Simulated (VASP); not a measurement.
Write the native input for VASP 6.6.1 that does the following.

```yaml
Task: single point
Functional: PBE
Potentials_or_basis: VASP PAW PBE potentials, release 64 (Mo_sv)
Cutoff: 520 eV
k_mesh: 8 × 8 × 8
Occupations: gaussian, width 0.05 eV
Spin: no spin polarisation
Dipole_correction: no
Further_INCAR_settings: ALGO = Normal; EDIFF = 1e-06; NBANDS = 13
```

The structure of Mo lies in POSCAR:

```
Mo
1.0
   -1.5868520570      1.5868520570      1.5868520570
    1.5868520570     -1.5868520570      1.5868520570
    1.5868520570      1.5868520570     -1.5868520570
Mo
1
Direct
    0.0000000000      0.0000000000      0.0000000000
```

One way to write it, as run:

INCAR

```
PREC = Accurate
ENCUT = 520
EDIFF = 1E-6
ISMEAR = 0
SIGMA = 0.05
LREAL = F
LASPH = T
NELM = 80
ALGO = Normal
ISIF = 2
LWAVE = F
LCHARG = F
GGA = PE
NBANDS = 13
```

KPOINTS

```
Automatic mesh
0
Gamma
  8 8 8
```

Potentials or basis: VASP PAW PBE potentials, release 64 (Mo_sv).

Run with:

```sh
$ cat potpaw_PBE.64/Mo_sv/POTCAR > POTCAR
$ mpirun -np 1 vasp_std > vasp.out
```

It gave:

- Pressure: -2.0 GPa
- Band gap on the k mesh: zero (band 7 reaches 16.08 eV, above the bottom of band 8 at 10.91 eV)

Run time: 3.2 s on 1 thread of Intel(R) Xeon(R) 6975P-C (Granite Rapids), with other jobs on the host, peak memory 0.12 GiB.
